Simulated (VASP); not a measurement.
# GaP (rocksalt type) (Fm-3m) in VASP: a series of runs, part 4 of 4

VASP 6.6.1. Earlier steps stand in the parts before.

## Step 7: Density of states, PBE

This run uses another cell than the first one, of 17.18 Å³/atom, 1.053 times its volume.

File POSCAR:

```
GaP
1.0
    0.0000000000      2.5804676415      2.5804676415
    2.5804676415      0.0000000000      2.5804676415
    2.5804676415      2.5804676415      0.0000000000
Ga P
1 1
Direct
    0.0000000000      0.0000000000      0.0000000000
    0.5000000000      0.5000000000      0.5000000000
```

File INCAR.step1:

```
PREC = Accurate
ENCUT = 520
EDIFF = 1E-6
ISMEAR = -1
SIGMA = 0.05
LREAL = False
LASPH = True
NELM = 80
ALGO = Normal
ISIF = 2
LWAVE = False
LCHARG = True
GGA = PE
NBANDS = 16
```

File KPOINTS.step1:

```
regular mesh
0
Gamma
  12 12 12
```

File INCAR.step2:

```
PREC = Accurate
ENCUT = 520
EDIFF = 1E-6
ISMEAR = -5
SIGMA = 0.05
LREAL = False
LASPH = True
NELM = 80
ALGO = Normal
ISIF = 2
LWAVE = False
LCHARG = False
GGA = PE
LORBIT = 10
NBANDS = 16
NEDOS = 1001
ICHARG = 11
```

File KPOINTS.step2:

```
regular mesh
0
Gamma
  18 18 18
```

Potentials or basis: VASP PAW PBE potentials, release 64 (Ga_d, P).

On the command line:

```sh
$ cat potpaw_PBE.64/Ga_d/POTCAR potpaw_PBE.64/P/POTCAR > POTCAR
$ cp INCAR.step1 INCAR
$ cp KPOINTS.step1 KPOINTS
$ mpirun -np 1 vasp_std > vasp.out
$ cp INCAR.step2 INCAR
$ cp KPOINTS.step2 KPOINTS
$ mpirun -np 1 vasp_std > vasp.out
```

OUTCAR:

```text
PREC = Accurate
   ENCUT = 520
   EDIFF = 1E-6
   ISMEAR = -5
   LREAL = False
   LASPH = True
   NELM = 80
   ISIF = 2
   GGA = PE
   LORBIT = 10
   ICHARG = 11

 ion  position               nearest neighbor table
   1  0.000  0.000  0.000-   2 2.58   2 2.58   2 2.58   2 2.58   2 2.58   2 2.58
   2  0.500  0.500  0.500-   1 2.58   1 2.58   1 2.58   1 2.58   1 2.58   1 2.58

  LATTYP: Found a face centered cubic cell.
 ALAT       =     5.1609352830

  Lattice vectors:

 A1 = (   0.0000000000,   2.5804676415,   2.5804676415)
 A2 = (   2.5804676415,   0.0000000000,   2.5804676415)
 A3 = (   2.5804676415,   2.5804676415,   0.0000000000)

Analysis of symmetry for initial positions (statically):
=====================================================================
 Subroutine PRICEL returns:
 Original cell was already a primitive cell.

 Routine SETGRP: Setting up the symmetry group for a
 face centered cubic supercell.

[... 164 lines left out ...]

  energy without entropy =       -8.31298088  energy(sigma->0) =       -8.31298088

 E-fermi :   6.3952     XC(G=0): -10.9621

 val. band max:        6.5393298057   @ k =   0.4444   0.0000   0.0000
 cond. band min:       6.3632155225   @ k =   0.1667   0.0000   0.0000
 fundamental gap:     -0.1761142832
 Fermi energy:         6.3951982557

 k-point     1 :       0.0000    0.0000    0.0000
  band No.  band energies     occupation
      1      -8.2528      2.00000
      2      -8.2528      2.00000
      3      -8.2269      2.00000
      4      -8.2269      2.00000
      5      -8.2269      2.00000
      6      -6.7849      2.00000
[... 433 lines left out ...]
      3      -8.2308      2.00000
      4      -8.2082      2.00000
      5      -8.2040      2.00000
      6      -5.8885      2.00000
[... 8 lines left out ...]
     15      15.1702      0.00000
     16      16.3845      0.00000

 [... further k-points ...]
[... 5 lines left out ...]
  --------------------------------------------------------------------------------------
  -------------------------------------------------------------------------------------
  Total       -0.2138634     -0.2138634     -0.2138634      0.0000000     -0.0000000      0.0000000
  in kB       -9.9706112     -9.9706112     -9.9706112      0.0000000     -0.0000000      0.0000000
  external PRESSURE =      -9.9706112 kB  Pullay stress =       0.0000000 kB

 VOLUME and BASIS-vectors are now :
 -----------------------------------------------------------------------------
  energy-cutoff  :      520.00
  volume of cell :       34.37
      direct lattice vectors                 reciprocal lattice vectors
     0.000000000  2.580467641  2.580467641    -0.193763329  0.193763329  0.193763329
     2.580467641  0.000000000  2.580467641     0.193763329 -0.193763329  0.193763329
     2.580467641  2.580467641  0.000000000     0.193763329  0.193763329 -0.193763329

 POSITION                                       TOTAL-FORCE (eV/Angst)
 -----------------------------------------------------------------------------------
      0.00000      0.00000      0.00000         0.000000     -0.000000     -0.000000
      2.58047      2.58047      2.58047        -0.000000      0.000000      0.000000
 -----------------------------------------------------------------------------------
    total drift:                               -0.000000      0.000000      0.000000

  FREE ENERGIE OF THE ION-ELECTRON SYSTEM (eV)
  ---------------------------------------------------
  free  energy   TOTEN  =        -8.3129808825 eV

  energy  without entropy=       -8.3129808825  energy(sigma->0) =       -8.31298088

 total charge

# of ion       s       p       d       tot
------------------------------------------
    1        0.891   0.647  10.005  11.543
    2        1.071   1.403   0.000   2.474
--------------------------------------------------
tot          1.962   2.049  10.005  14.017
```

OUTCAR.step1:

```text
PREC = Accurate
   ENCUT = 520
   EDIFF = 1E-6
   ISMEAR = -1
   LREAL = False
[... 677 lines left out ...]
      0.00000      0.00000      0.00000         0.000000     -0.000000      0.000000
      2.58047      2.58047      2.58047        -0.000000      0.000000     -0.000000
 -----------------------------------------------------------------------------------
    total drift:                               -0.000000      0.000000      0.000000

  FREE ENERGIE OF THE ION-ELECTRON SYSTEM (eV)
  ---------------------------------------------------
  free  energy   TOTEN  =        -8.3128601895 eV

  energy  without entropy=       -8.3020813837  energy(sigma->0) =       -8.30747079
```

Run time: 38 s. Hardware: 1 thread of Intel Xeon 6975P-C (Granite Rapids), shared host; peak memory 0.22 GiB.

What came out:

```
Valence electrons inside the program's atomic spheres : Ga 11.54; P 2.47
```

Levels at points of the mesh, in eV from the Fermi level:
```csv
k point,band 5,band 6,band 7,band 8,band 9,band 10,band 11,band 12,band 13,band 14
"(0.00, 0.00, 0.00)",-14.62,-13.18,-0.01,-0.01,-0.01,1.42,7.09,7.09,7.09,8.64
"(0.50, 0.00, 0.00)",-14.58,-10.43,-7.79,0.16,0.16,3.04,3.04,3.14,5.17,12.67
"(0.50, 0.50, 0.00)",-14.56,-9.36,-5.81,-3.14,-2.65,-2.65,3.42,10.88,10.88,12.30
```

Caveat: tetrahedron occupations give inexact forces and stress in metals.

## Step 8: The runs side by side

```csv
task,cell,k mesh for the DOS,occupations for the DOS,gap on the mesh (eV),pressure (GPa)
electric field gradients,"a = 3.587 Å, angles 60.0°, 2 atoms",-,-,none,5.1
electric field gradients,"a = 3.619 Å, angles 60.0°, 2 atoms",-,-,none,2.4
electric field gradients,"a = 3.649 Å, angles 60.0°, 2 atoms",-,-,none,0.1
electric field gradients,"a = 3.709 Å, angles 60.0°, 2 atoms",-,-,none,-3.7
density of states,"a = 3.649 Å, angles 60.0°, 2 atoms",18 × 18 × 18,tetrahedron,-,-
```

Alike in all rows: level PBE; potentials or basis VASP PAW PBE potentials, release 64 (Ga_d, P); no spin polarisation; k mesh 12 × 12 × 12; cutoff (eV) 520; smearing fermi-dirac 0.05 eV.

Caveats: tetrahedron occupations give inexact forces and stress in metals (some runs).

Absolute energies hang on the potentials; compare differences alone.
